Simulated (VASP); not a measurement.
HfBi2O2: relaxation of cell and atoms with PBE

HfBi2O2:

```
Hf Bi O
1.0
     4.12823    0.00000    0.00000
    -2.06411    3.57515    0.00000
     0.00000    0.00000    6.98875
Hf Bi O
1 2 2
Direct
  0.00000 0.00000 0.00000
  0.33333 0.66667 0.26060
  0.66667 0.33333 0.73940
  0.33333 0.66667 0.63180
  0.66667 0.33333 0.36820
```

The cell was built from a structure type or drawn by symmetry, and may not be a known phase.

```
Program                : VASP 6.6.1
Task                   : relaxation of cell and atoms
Functional             : PBE
Potentials or basis    : VASP PAW PBE potentials, release 64 (Hf_pv, Bi_d, O)
Cutoff                 : 600 eV
k mesh                 : 6 × 6 × 4
Occupations            : gaussian, width 0.1 eV
Spin                   : no spin polarisation
Dipole correction      : no
Further INCAR settings : ALGO = Normal; EDIFF = 1e-07; IBRION = 2; EDIFFG = -0.04; NSW = 90; ISIF = 3
```

```yaml
Relaxed_volume: 20.87 Å³/atom
Relaxed_cell: a = 4.192 Å, b = 4.192 Å, c = 6.859 Å, α = 90.00°, β = 90.00°, γ = 120.00°
Space_group_after_relaxing_to_0.1_Å: P-3m1 (No. 164)
Energy_gained_by_relaxing: 86.7 meV/atom
Ionic_steps: 8
Pressure_after_relaxing: 0.0 GPa
Largest_force_after_relaxing: 0.027 eV/Å
Band_gap_on_the_k_mesh: zero (bands 26 and 27 overlap by 0.38 eV)
```

Forces in eV/Å, atoms in the order of the input:
```
Hf   0.000  0.000  0.000
Bi   0.000  0.000  0.027
Bi   0.000  0.000 -0.027
O    0.000  0.000 -0.027
O    0.000  0.000  0.027
```

Stress tensor (GPa, compression positive):
```
-0.16  0.00  0.00
 0.00 -0.16  0.00
 0.00  0.00  0.21
```

The path:
| step | energy change (eV) | largest force (eV/Å) | pressure (GPa) | volume (Å³) |
| --- | --- | --- | --- | --- |
| 1 | 0.0000 | 1.8531 | -0.16 | 103.15 |
| 2 | -0.2868 | 1.1504 | 0.16 | 102.82 |
| 3 | -0.4178 | 0.2299 | 1.87 | 102.32 |
| 4 | -0.4237 | 0.0792 | 1.40 | 102.42 |
| 5 | -0.4238 | 0.0324 | 1.47 | 102.41 |
| 6 | -0.4277 | 0.0643 | -1.14 | 105.87 |
| 7 | -0.4329 | 0.0492 | -0.06 | 104.36 |
| 8 | -0.4335 | 0.0267 | -0.04 | 104.36 |

Final structure:
```cif
data_structure
_symmetry_space_group_name_H-M 'P 1'
_symmetry_Int_Tables_number 1
_cell_length_a 4.1917
_cell_length_b 4.1917
_cell_length_c 6.8586
_cell_angle_alpha 90.000
_cell_angle_beta 90.000
_cell_angle_gamma 120.000
_cell_volume 104.36
loop_
_atom_site_label
_atom_site_type_symbol
_atom_site_fract_x
_atom_site_fract_y
_atom_site_fract_z
_atom_site_occupancy
Hf1 Hf 0.00000 0.00000 0.00000 1
Bi1 Bi 0.33333 0.66667 0.29031 1
Bi2 Bi 0.66667 0.33333 0.70969 1
O1 O 0.33333 0.66667 0.63432 1
O2 O 0.66667 0.33333 0.36568 1
```

Levels at points of the mesh, in eV from the Fermi level:
```tsv
k point	band 22	band 23	band 24	band 25	band 26	band 27	band 28	band 29	band 30	band 31
(0.00, 0.00, 0.00)	-3.44	-2.52	-1.54	-0.54	-0.54	0.91	0.91	1.31	1.47	1.55
(0.50, 0.00, 0.00)	-4.09	-2.66	-1.19	-0.50	0.09	0.12	0.44	1.28	2.06	2.07
(0.00, 0.00, 0.50)	-3.52	-3.52	-1.87	-0.88	-0.88	0.90	0.98	0.98	2.00	2.30
(0.50, 0.00, 0.50)	-3.55	-3.19	-2.74	-0.10	-0.02	0.28	0.69	1.40	1.82	2.05
```

It took 5.2 min on 1 thread of Intel(R) Xeon(R) 6975P-C (Granite Rapids), on a shared host, peak memory 0.32 GiB.

Caveat: spin-orbit coupling is left out, which moves the levels of the heavy elements.
